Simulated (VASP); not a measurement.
Write the native input for VASP 6.6.1 that does the following.

| Item | Value |
| --- | --- |
| Task | single point |
| Functional | PBE |
| Dispersion | D3(BJ) |
| Potentials or basis | VASP PAW PBE potentials, release 64 (Sn_d, Se) |
| Cutoff | 520 eV |
| k mesh | 4 × 4 × 4 |
| Occupations | gaussian, width 0.03 eV |
| Spin | no spin polarisation |
| Dipole correction | no |
| Further INCAR settings | ALGO = Normal; EDIFF = 1e-07; NBANDS = 50 |

The structure of SnSe lies in POSCAR:

```
SnSe
1.0
    4.2220107900      4.2220107900      0.0000000000
    4.2220107900     -4.2220107900      0.0000000000
    0.0000000000      0.0000000000     -5.9710971952
Sn Se
4 4
Direct
    0.7500000000      0.7500000000      0.7499112807
    0.2500000000      0.2500000000      0.7499112807
    0.2500000000      0.7500000000      0.2500887193
    0.7500000000      0.2500000000      0.2500887193
    0.2500000000      0.2500000000      0.2500648129
    0.7500000000      0.7500000000      0.2500648129
    0.7500000000      0.2500000000      0.7499351871
    0.2500000000      0.7500000000      0.7499351871
```

These files were run (other wordings do the same):

INCAR

```
SYSTEM = SnSe
PREC     = Accurate       ! precision mode
ENCUT    = 520            ! plane-wave cutoff, eV
EDIFF    = 1E-7           ! SCF threshold, eV
ISMEAR   = 0              ! smearing method
SIGMA    = 0.03           ! smearing width, eV
LREAL    = .FALSE.        ! projectors in reciprocal space
LASPH    = .TRUE.         ! aspherical terms in the spheres
NELM     = 80             ! most SCF steps
ALGO     = Normal         ! electronic algorithm
ISIF     = 2              ! what is computed and relaxed
LWAVE    = .FALSE.        ! write WAVECAR
LCHARG   = .TRUE.         ! write CHGCAR
GGA      = PE             ! functional
IVDW     = 12             ! dispersion correction
LELF     = .TRUE.         ! ELF
LVHAR    = .TRUE.       
NBANDS   = 50             ! bands
```

KPOINTS

```
Automatic mesh
0
G
  4 4 4
  0 0 0
```

Potentials or basis: VASP PAW PBE potentials, release 64 (Sn_d, Se).

Run with:

```console
$ cat potpaw_PBE.64/Sn_d/POTCAR potpaw_PBE.64/Se/POTCAR > POTCAR
$ mpirun -np 1 vasp_std > vasp.out
```

Results of the run:

The pressure is -0.1 GPa and the band gap on the k mesh is 0.69 eV. The dispersion energy per atom is -0.362 eV.

Caveat: spin-orbit coupling is left out, which moves the levels of the heavy elements.

Wall time 6.8 min on 1 thread of Oxide Virtual Turin-like Processor, on a shared host, peak memory 0.39 GiB.
